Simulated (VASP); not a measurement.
# HfC (Fm-3m) in VASP: further runs

HfC is run at these levels: LDA; tasks: single point.

Everything below comes from runs of VASP 6.6.1. Logs are shortened: lines on timing, memory, paths and dates and some standing lists are left out, and cuts for length are marked.

## (1) The cell of the first run

Symmetry: Fm-3m, No. 225, cubic system. The conventional cell has a = 4.587 Å, b = 4.587 Å, c = 4.587 Å, α = 90.00°, β = 90.00°, γ = 90.00°. Hf (site symmetry m-3m) has 6 C at 2.29 Å within 3.0 Å. Within 3.0 Å of C (site symmetry m-3m) lie 6 Hf at 2.29 Å.

## (2) Single point, LDA (volume scaled by 0.96)

INCAR reads:

```
SYSTEM = HfC
ALGO = Normal
EDIFF = 1E-7
ENCUT = 520
ISIF = 2
ISMEAR = -1
LASPH = .True.
LCHARG = .False.
LREAL = .False.
LWAVE = .False.
NBANDS = 14
NELM = 100
PREC = Accurate
SIGMA = 0.05
```

KPOINTS reads:

```
k-points
0
Gamma
  12 12 12
  0 0 0
```

POSCAR reads:

```
HfC
1.0
    0.0000000000      2.2935772291      2.2935772291
    2.2935772291      0.0000000000      2.2935772291
    2.2935772291      2.2935772291      0.0000000000
Hf C
1 1
Direct
    0.5000000000      0.5000000000      0.5000000000
    0.0000000000      0.0000000000      0.0000000000
```

Potentials or basis: VASP PAW LDA potentials, release 64 (Hf_pv, C).

Command:

```console
$ cat potpaw_LDA.64/Hf_pv/POTCAR potpaw_LDA.64/C/POTCAR > POTCAR
$ mpirun -np 1 vasp_std > vasp.out
```

OUTCAR:

```text
SYSTEM = HfC
   EDIFF = 1E-7
   ENCUT = 520
   ISIF = 2
   ISMEAR = -1
   LASPH = .True.
   LREAL = .False.
   NELM = 100
   PREC = Accurate

 ion  position               nearest neighbor table
   1  0.500  0.500  0.500-   2 2.29   2 2.29   2 2.29   2 2.29   2 2.29   2 2.29
   2  0.000  0.000  0.000-   1 2.29   1 2.29   1 2.29   1 2.29   1 2.29   1 2.29

  LATTYP: Found a face centered cubic cell.
 ALAT       =     4.5871544582

  Lattice vectors:

 A1 = (   0.0000000000,   2.2935772291,   2.2935772291)
 A2 = (   2.2935772291,   0.0000000000,   2.2935772291)
 A3 = (   2.2935772291,   2.2935772291,   0.0000000000)

Analysis of symmetry for initial positions (statically):
=====================================================================
 Subroutine PRICEL returns:
 Original cell was already a primitive cell.

 Routine SETGRP: Setting up the symmetry group for a
 face centered cubic supercell.

 Subroutine GETGRP returns: Found 48 space group operations
 (whereof 48 operations were pure point group operations)
 out of a pool of 48 trial point group operations.

The static configuration has the point symmetry O_h .

Analysis of symmetry for dynamics (positions and initial velocities):
=====================================================================
 Subroutine PRICEL returns:
 Original cell was already a primitive cell.

 Routine SETGRP: Setting up the symmetry group for a
 face centered cubic supercell.

 Subroutine GETGRP returns: Found 48 space group operations
 (whereof 48 operations were pure point group operations)
 out of a pool of 48 trial point group operations.

The dynamic configuration has the point symmetry O_h .

 Subroutine INISYM returns: Found 48 space group operations
 (whereof 48 operations are pure point group operations),
 and found     1 'primitive' translations

----------------------------------------------------------------------------------------

                                     Primitive cell

  volume of cell :      24.1307

  direct lattice vectors                    reciprocal lattice vectors
     0.000000000  2.293577229  2.293577229    -0.218000072  0.218000072  0.218000072
     2.293577229  0.000000000  2.293577229     0.218000072 -0.218000072  0.218000072
     2.293577229  2.293577229  0.000000000     0.218000072  0.218000072 -0.218000072

  length of vectors
     3.243608024  3.243608024  3.243608024     0.377587200  0.377587200  0.377587200

  position of ions in fractional coordinates (direct lattice)
     0.500000000  0.500000000  0.500000000
     0.000000000  0.000000000  0.000000000

  ion indices of the primitive-cell ions
   primitive index   ion index
                 1           1
                 2           2

----------------------------------------------------------------------------------------

 KPOINTS: k-points

Automatic generation of k-mesh.
 Grid dimensions read from file:
 generate k-points for:   12   12   12

 Generating k-lattice:

  Cartesian coordinates                     Fractional coordinates (reciprocal lattice)
    -0.018166673  0.018166673  0.018166673     0.083333333  0.000000000  0.000000000
     0.018166673 -0.018166673  0.018166673     0.000000000  0.083333333  0.000000000
     0.018166673  0.018166673 -0.018166673     0.000000000  0.000000000  0.083333333

  Length of vectors
     0.031465600  0.031465600  0.031465600

  Shift w.r.t. Gamma in fractional coordinates (k-lattice)
     0.000000000  0.000000000  0.000000000

 Subroutine IBZKPT returns following result:
 ===========================================

 Found     72 irreducible k-points:

 Following reciprocal coordinates:
            Coordinates               Weight
  0.000000  0.000000  0.000000      1.000000
  0.083333  0.000000  0.000000      8.000000
  0.166667  0.000000  0.000000      8.000000
  0.250000  0.000000  0.000000      8.000000
  0.333333  0.000000  0.000000      8.000000
  0.416667  0.000000  0.000000      8.000000
[... 16 lines left out ...]
  0.500000  0.166667  0.000000     24.000000
 -0.416667  0.166667  0.000000     24.000000
 [... further k-points ...]
   k-points           NKPTS =     72   k-points in BZ     NKDIM =     72   number of bands    NBANDS=     14
   number of dos      NEDOS =    301   number of ions     NIONS =      2
   total plane-waves  NPLWV =  13824
   dimension x,y,z NGX =    24 NGY =   24 NGZ =   24
   dimension x,y,z NGXF=    48 NGYF=   48 NGZF=   48
   ions per type =               1   1
   NGX,Y,Z   is equivalent  to a cutoff of  12.30, 12.30, 12.30 a.u.
   NGXF,Y,Z  is equivalent  to a cutoff of  24.60, 24.60, 24.60 a.u.
 SYSTEM =  HfC
   PREC   = accura    normal or accurate (medium, high low for compatibility)
   ISTART =      0    job   : 0-new  1-cont  2-samecut
   ICHARG =      2    charge: 1-file 2-atom 10-const
   ISPIN  =      1    spin polarized calculation?
   LNONCOLLINEAR =      F non collinear calculations
   LSORBIT =      F    spin-orbit coupling
   LASPH  =      T    aspherical Exc in radial PAW
   ENCUT  =  520.0 eV  38.22 Ry    6.18 a.u.   6.03  6.03  6.03*2*pi/ulx,y,z
   NELM   =    100;   NELMIN=  2; NELMDL= -5     # of ELM steps
   EDIFF  = 0.1E-06   stopping-criterion for ELM
   LREAL  =      F    real-space projection
   EDIFFG = 0.1E-05   stopping-criterion for IOM
   NSW    =      0    number of steps for IOM
   IBRION =     -1    ionic relax: 0-MD 1-quasi-New 2-CG
   NFREE  =      0    steps in history (QN), initial steepest desc. (CG)
   ISIF   =      2    stress and relaxation
   ISYM   =      2    0-nonsym 1-usesym 2-fastsym
   POTIM  = 0.5000    time-step for ionic-motion
   TEBEG  =    0.0;   TEEND  =   0.0 temperature during run
   PSTRESS=    0.0 pullay stress
   NELECT =      14.0000    total number of electrons
   NUPDOWN=      -1.0000    fix difference up-down
   EMIN   =  10.00;   EMAX   =-10.00  energy-range for DOS
   EFERMI =   0.00;   METHOD = LEGACY
   ISMEAR =    -1;   SIGMA  =   0.05  broadening in eV -4-tet -1-fermi 0-gaus
   EFERMI_NEDOS =   21; number of points for ismear=-14 and -15
   IALGO  =     38    algorithm
   IMIX   =      4    mixing-type and parameters
     AMIX     =   0.40;   BMIX     =  1.00
     AMIX_MAG =   1.60;   BMIX_MAG =  1.00
  volume/ion in A,a.u.               =      12.07        81.42
  Fermi-wavevector in a.u.,A,eV,Ry     =   1.365403  2.580237 25.365681  1.864325
  Thomas-Fermi vector in A             =   2.491634
   LORBIT       =      0    0 simple, 1 ext, 2 COOP (PROOUT), +10 PAW based schemes
   GGA     = CA    functional components
   LHFCALC =     F    Hartree Fock is set to
   AEXX    =    0.0000 exact exchange contribution
   IVDW    =     0    specifies the selected vdW correction
   LEPSILON=     F    determine dielectric tensor
   LRPA    =     F    only Hartree local field effects (RPA)
 non-spin polarized calculation
  energy-cutoff  :      520.00
  volume of cell :       24.13
 maximum number of plane-waves:       661
   NGX = 13   NGY = 13   NGZ = 13

 number of electron      14.0000001 magnetization

 Free energy of the ion-electron system (eV)
  ---------------------------------------------------
  ext. energy  EPLUGINS =         0.00000000
  ---------------------------------------------------
  free energy    TOTEN  =       -22.89458945 eV

  energy without entropy =      -22.89203877  energy(sigma->0) =      -22.89331411

 E-fermi :   6.2095     XC(G=0): -12.6876

 val. band max:        6.1716716939   @ k =   0.5000   0.5000   0.0000
 cond. band min:       6.2584506180   @ k =   0.4167   0.3333   0.0000
 fundamental gap:      0.0867789241
 Fermi energy:         6.2094967002

 k-point     1 :       0.0000    0.0000    0.0000
  band No.  band energies     occupation
      1     -23.0321      2.00000
      2     -23.0321      2.00000
      3     -23.0321      2.00000
      4      -6.1724      2.00000
      5       7.2224      0.00000
      6       7.2224      0.00000
      7       7.2224      0.00000
      8       7.4858      0.00000
      9       7.4858      0.00000
     10       7.4858      0.00000
     11       9.6235      0.00000
     12       9.6235      0.00000
     13      13.6201      0.00000
     14      17.3354      0.00000

 k-point     2 :       0.0833    0.0000    0.0000
  band No.  band energies     occupation
      1     -23.0904      2.00000
      2     -23.0375      2.00000
      3     -23.0375      2.00000
      4      -5.9840      2.00000
      5       6.0730      1.87761
      6       6.3909      0.05178
      7       6.3909      0.05178
      8       7.8312      0.00000
      9       7.8312      0.00000
     10       8.2236      0.00000
     11      10.4893      0.00000
     12      10.4893      0.00000
     13      13.9881      0.00000
     14      17.8479      0.00000

 k-point     3 :       0.1667    0.0000    0.0000
  band No.  band energies     occupation
      1     -23.2461      2.00000
      2     -23.0524      2.00000
      3     -23.0524      2.00000
      4      -5.4475      2.00000
      5       4.5972      2.00000
      6       5.2798      2.00000
      7       5.2798      2.00000
      8       8.3923      0.00000
      9       8.3923      0.00000
     10       8.7438      0.00000
     11      12.1457      0.00000
     12      12.1457      0.00000
     13      14.8560      0.00000
     14      19.1796      0.00000
[... 324 lines left out ...]
 k-point    23 :       0.5000    0.1667    0.0000
  band No.  band energies     occupation
      1     -23.7498      2.00000
      2     -23.2332      2.00000
      3     -23.1621      2.00000
      4      -2.7845      2.00000
      5       0.8539      2.00000
      6       3.2811      2.00000
      7       3.6267      2.00000
      8       9.2812      0.00000
      9      11.9158      0.00000
     10      12.2053      0.00000
     11      14.9944      0.00000
     12      16.0686      0.00000
     13      17.9171      0.00000
     14      19.1671      0.00000

 k-point    24 :      -0.4167    0.1667    0.0000
  band No.  band energies     occupation
      1     -23.7577      2.00000
      2     -23.2609      2.00000
      3     -23.1425      2.00000
      4      -2.5755      2.00000
      5       0.6149      2.00000
      6       3.3292      2.00000
      7       3.3586      2.00000
      8      10.4935      0.00000
      9      11.3013      0.00000
     10      11.5413      0.00000
     11      15.1942      0.00000
     12      16.6350      0.00000
     13      17.5453      0.00000
     14      19.2418      0.00000

 [... further k-points ...]

------------------------ aborting loop because EDIFF is reached ----------------------------------------

  FORCE on cell =-STRESS in cart. coord.  units (eV):
  Direction    XX          YY          ZZ          XY          YZ          ZX
  --------------------------------------------------------------------------------------
  -------------------------------------------------------------------------------------
  Total       -0.2684604     -0.2684604     -0.2684604      0.0000000      0.0000000      0.0000000
  in kB      -17.8246368    -17.8246368    -17.8246368      0.0000000      0.0000000      0.0000000
  external PRESSURE =     -17.8246368 kB  Pullay stress =       0.0000000 kB

 VOLUME and BASIS-vectors are now :
 -----------------------------------------------------------------------------
  energy-cutoff  :      520.00
  volume of cell :       24.13
      direct lattice vectors                 reciprocal lattice vectors
     0.000000000  2.293577229  2.293577229    -0.218000072  0.218000072  0.218000072
     2.293577229  0.000000000  2.293577229     0.218000072 -0.218000072  0.218000072
     2.293577229  2.293577229  0.000000000     0.218000072  0.218000072 -0.218000072

 POSITION                                       TOTAL-FORCE (eV/Angst)
 -----------------------------------------------------------------------------------
      2.29358      2.29358      2.29358         0.000000      0.000000      0.000000
      0.00000      0.00000      0.00000        -0.000000     -0.000000     -0.000000
 -----------------------------------------------------------------------------------
    total drift:                                0.000000     -0.000000      0.000000

  FREE ENERGIE OF THE ION-ELECTRON SYSTEM (eV)
  ---------------------------------------------------
  free  energy   TOTEN  =       -22.8945894540 eV

  energy  without entropy=      -22.8920387679  energy(sigma->0) =      -22.89331411
```

Wall time 43 s (1 thread of AMD EPYC 7R13, shared host); peak memory 0.12 GiB.

What came out:

```
Free energy            : -22.8946 eV
Pressure               : -1.8 GPa
Band gap on the k mesh : zero (band 7 reaches 7.22 eV, above the bottom of band 8 at 5.76 eV)
```

Levels at points of the mesh, in eV from the Fermi level:
```csv
k point,band 5,band 6,band 7,band 8,band 9,band 10
"(0.00, 0.00, 0.00)",1.01,1.01,1.01,1.28,1.28,1.28
"(0.50, 0.00, 0.00)",-6.35,-3.17,-3.17,5.41,5.41,5.93
"(0.50, 0.50, 0.00)",-2.48,-2.01,-0.04,-0.04,5.45,6.92
```

Caveat: spin-orbit coupling is left out, which moves the levels of the heavy elements.

## (3) Single point, LDA (volume scaled by 0.98)

INCAR reads:

```
ALGO = Normal
EDIFF = 1E-6
ENCUT = 520
GGA = CA
ISIF = 2
ISMEAR = -1
LASPH = T
LCHARG = F
LREAL = F
LWAVE = F
NBANDS = 14
NELM = 60
PREC = Accurate
SIGMA = 0.05
```

KPOINTS reads:

```
k-points
0
Gamma
  12 12 12
```

POSCAR reads:

```
HfC
1.0
    0.0000000000      2.3093955030      2.3093955030
    2.3093955030      0.0000000000      2.3093955030
    2.3093955030      2.3093955030      0.0000000000
Hf C
1 1
Direct
    0.5000000000      0.5000000000      0.5000000000
    0.0000000000      0.0000000000      0.0000000000
```

Potentials or basis: VASP PAW LDA potentials, release 64 (Hf_pv, C).

Command:

```console
$ cat potpaw_LDA.64/Hf_pv/POTCAR potpaw_LDA.64/C/POTCAR > POTCAR
$ mpirun -np 1 vasp_std > vasp.out
```

OUTCAR:

```text
EDIFF = 1E-6
   ENCUT = 520
   GGA = CA
   ISIF = 2
   ISMEAR = -1
   LASPH = T
   LREAL = F
   NELM = 60
   PREC = Accurate

 ion  position               nearest neighbor table
   1  0.500  0.500  0.500-   2 2.31   2 2.31   2 2.31   2 2.31   2 2.31   2 2.31
   2  0.000  0.000  0.000-   1 2.31   1 2.31   1 2.31   1 2.31   1 2.31   1 2.31

  LATTYP: Found a face centered cubic cell.
 ALAT       =     4.6187910060

  Lattice vectors:

[... 591 lines left out ...]

 [... further k-points ...]

------------------------ aborting loop because EDIFF is reached ----------------------------------------

  FORCE on cell =-STRESS in cart. coord.  units (eV):
  Direction    XX          YY          ZZ          XY          YZ          ZX
  --------------------------------------------------------------------------------------
  -------------------------------------------------------------------------------------
  Total       -1.0683164     -1.0683164     -1.0683164     -0.0000000     -0.0000000      0.0000000
  in kB      -69.4841128    -69.4841128    -69.4841128     -0.0000000     -0.0000000      0.0000000
  external PRESSURE =     -69.4841128 kB  Pullay stress =       0.0000000 kB

 VOLUME and BASIS-vectors are now :
 -----------------------------------------------------------------------------
  energy-cutoff  :      520.00
  volume of cell :       24.63
      direct lattice vectors                 reciprocal lattice vectors
     0.000000000  2.309395503  2.309395503    -0.216506873  0.216506873  0.216506873
     2.309395503  0.000000000  2.309395503     0.216506873 -0.216506873  0.216506873
     2.309395503  2.309395503  0.000000000     0.216506873  0.216506873 -0.216506873

 POSITION                                       TOTAL-FORCE (eV/Angst)
 -----------------------------------------------------------------------------------
      2.30940      2.30940      2.30940        -0.000000     -0.000000     -0.000000
      0.00000      0.00000      0.00000         0.000000      0.000000      0.000000
 -----------------------------------------------------------------------------------
    total drift:                                0.000000     -0.000000      0.000000

  FREE ENERGIE OF THE ION-ELECTRON SYSTEM (eV)
  ---------------------------------------------------
  free  energy   TOTEN  =       -22.8809578326 eV

  energy  without entropy=      -22.8785048570  energy(sigma->0) =      -22.87973134
```

OSZICAR:

```text
N       E                     dE             d eps       ncg     rms          rms(c)
DAV:   1     0.217511196944E+02    0.21751E+02   -0.79085E+03  2016   0.985E+02
DAV:   2    -0.244922727667E+02   -0.46243E+02   -0.43435E+02  2682   0.200E+02
DAV:   3    -0.260367012006E+02   -0.15444E+01   -0.15393E+01  2412   0.266E+01
DAV:   4    -0.260437300932E+02   -0.70289E-02   -0.70283E-02  2416   0.221E+00
DAV:   5    -0.260437761333E+02   -0.46040E-04   -0.46039E-04  2406   0.159E-01    0.601E+01
DAV:   6    -0.229798594589E+02    0.30639E+01   -0.12353E+01  2334   0.183E+01    0.428E+01
DAV:   7    -0.229041042937E+02    0.75755E-01   -0.67183E-01  2472   0.531E+00    0.254E+01
DAV:   8    -0.228895843608E+02    0.14520E-01   -0.10325E-01  2466   0.210E+00    0.630E+00
DAV:   9    -0.228814339697E+02    0.81504E-02   -0.32995E-02  2298   0.935E-01    0.202E+00
DAV:  10    -0.228809620878E+02    0.47188E-03   -0.19127E-03  2434   0.311E-01    0.703E-02
DAV:  11    -0.228809582527E+02    0.38351E-05   -0.95715E-05  2358   0.785E-02    0.702E-02
DAV:  12    -0.228809578326E+02    0.42009E-06   -0.14998E-06  2258   0.101E-02
   1 F= -.22880958E+02 E0= -.22879731E+02  d E =-.245298E-02
```

stdout:

```text
POSCAR found type information on POSCAR HfC
 POSCAR found :  2 types and       2 ions
 scaLAPACK will be used
 LDA part: xc-table for (Slater(with rela. corr.)+CA(PZ))
 , standard interpolation
 POSCAR, INCAR and KPOINTS ok, starting setup
 FFT: planning ... GRIDC
 FFT: planning ... GRID_SOFT
 FFT: planning ... GRID
 WAVECAR not read
 entering main loop
```

Run time: 36 s. Hardware: 1 thread of AMD EPYC 7R13, shared host; peak memory 0.12 GiB.

What came out:

| Item | Value |
| --- | --- |
| Free energy | -22.8810 eV |
| Pressure | -6.9 GPa |
| Band gap on the k mesh | zero (band 7 reaches 7.05 eV, above the bottom of band 8 at 5.60 eV) |

Caveat: spin-orbit coupling is left out, which moves the levels of the heavy elements.

(Continued in part 2 of 2.)
